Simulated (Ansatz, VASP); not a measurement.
## Ir: VASP beside Ansatz

```
Ir
1.0
     0.00000    1.91560    1.91560
     1.91560    0.00000    1.91560
     1.91560    1.91560    0.00000
Ir
1
Direct
  0.00000 0.00000 0.00000
```

Alike in both runs: task relaxation of cell and atoms; functional revPBE; dispersion D3(BJ); k mesh 12 × 12 × 12; occupations fermi-dirac, width 0.05 eV; no spin polarisation.

|  | VASP | Ansatz |
| --- | --- | --- |
| version | VASP 6.6.1 | Ansatz 0.2.0 |
| potentials or method | VASP PAW PBE potentials, release 64 (Ir), cutoff 600 eV | all-electron LAPW, scalar-relativistic |

```tsv
	VASP	Ansatz	Ansatz less VASP
relaxed volume (Å³/atom)	14.00	13.97	-0.027
relaxed cell length with the largest relative difference (Å)	2.705	2.703	-0.0018
```

VASP's potentials were made for PBE, not for revPBE. Ansatz ran all-electron here, and VASP with PAW potentials.

Neither program's run includes spin-orbit coupling.
